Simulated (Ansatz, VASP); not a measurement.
## CuAu: VASP beside Ansatz

```
CELL_PARAMETERS angstrom
0.00000 2.57790 2.57790
2.57790 0.00000 2.57790
2.57790 2.57790 0.00000
ATOMIC_POSITIONS crystal
Cu 0.00000 0.00000 0.00000
Au 0.50000 0.50000 0.50000
```

Alike in both runs: functional PBE; k mesh 18 × 18 × 18; occupations gaussian, width 0.1 eV; no spin polarisation.

Ansatz relaxed the structure, and its values are those at the end. VASP's run is a single point on that final structure, the one shown.

|  | VASP | Ansatz |
| --- | --- | --- |
| version | VASP 6.6.1 | Ansatz 0.2.0 |
| potentials or method | VASP PAW PBE potentials, release 64 (Cu, Au), cutoff 520 eV | scalar-relativistic, plane waves, PAW |
| valence electrons in the cell | 22 | 38 |

|  | VASP | Ansatz | Ansatz less VASP |
| --- | --- | --- | --- |
| gap on the k mesh at the Fermi level (eV) | none | none | - |
| pressure (GPa) | 0.0 | 0.0 | +0.04 |

A gap of «none» marks a metal or a gap that the smearing closes. VASP's potentials hold 22 valence electrons a cell and Ansatz's 38, so a difference there can come from the potentials and not from the codes.

Neither program's run includes spin-orbit coupling.
